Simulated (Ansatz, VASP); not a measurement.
Os: VASP beside Ansatz

Contents of INCAR:

```
SYSTEM = Os
ALGO = Normal
EDIFF = 1E-7
ENCUT = 520
GGA = PS
ISIF = 2
ISMEAR = -1
LASPH = .True.
LCHARG = .False.
LREAL = .False.
LWAVE = .False.
NBANDS = 10
NELM = 80
PREC = Accurate
SIGMA = 0.03
```

File KPOINTS:

```
k-points
0
Gamma
  14 14 14
  0 0 0
```

POSCAR

```
Os
1.0
    0.0000000000      1.9450000000      1.9644500000
    1.9450000000      0.0000000000      1.9644500000
    1.9450000000      1.9450000000      0.0000000000
Os
1
Direct
    0.0000000000      0.0000000000      0.0000000000
```

Input for Ansatz:

```yaml
crystal:
  lattice:
    - [0.0, 1.945, 1.96445]
    - [1.945, 0.0, 1.96445]
    - [1.945, 1.945, 0.0]
  atoms:
    - { symbol: Os, position: [0.0, 0.0, 0.0] }
kpoints:
  mp_grid: { grid: [14, 14, 14] }
  band_path:
    path:
      - [0.0, 0.0, 0.0]
      - [0.0, 0.5, 0.5]
      - [0.25, 0.75, 0.5]
      - [0.0, 0.5, 0.0]
      - [0.0, 0.0, 0.0]
      - [0.5, 0.5, 0.0]
      - [0.3725370062, 0.6274629938, 0.0]
      - [-0.3725370062, 0.3725370062, 0.0]
      - [0.0, 0.0, 0.0]
    npoints: 5
scf:
  occupations: { method: fermi_dirac, width: 0.03 }
hamiltonian:
  xc: pbesol
  pseudopotentials: { kind: all_electron, lapw: { basis_error: 0.00025 } }
output:
  forces: true
  stress: true
  eigenvalues: true
```

Change from the starting cell: zz strain of +1 %.

Alike in both runs: task single point; functional PBEsol; k mesh 14 × 14 × 14; occupations fermi-dirac, width 0.03 eV; no spin polarisation.

|  | VASP | Ansatz |
| --- | --- | --- |
| version | VASP 6.6.1 | Ansatz 0.2.0 |
| potentials or method | VASP PAW PBE potentials, release 64 (Os), cutoff 520 eV | all-electron LAPW, scalar-relativistic |

VASP gave:

```
pressure (GPa)                                                : -23.2
traceless stress, the component that is largest in VASP (GPa) : -1.56
```

What did Ansatz give for the same quantities?

Pressure (GPa): -23.1; traceless stress, the component that is largest in VASP (GPa): -1.57.

VASP's potentials were made for PBE, not for PBEsol. Ansatz ran all-electron here, and VASP with PAW potentials.

Neither program's run includes spin-orbit coupling.
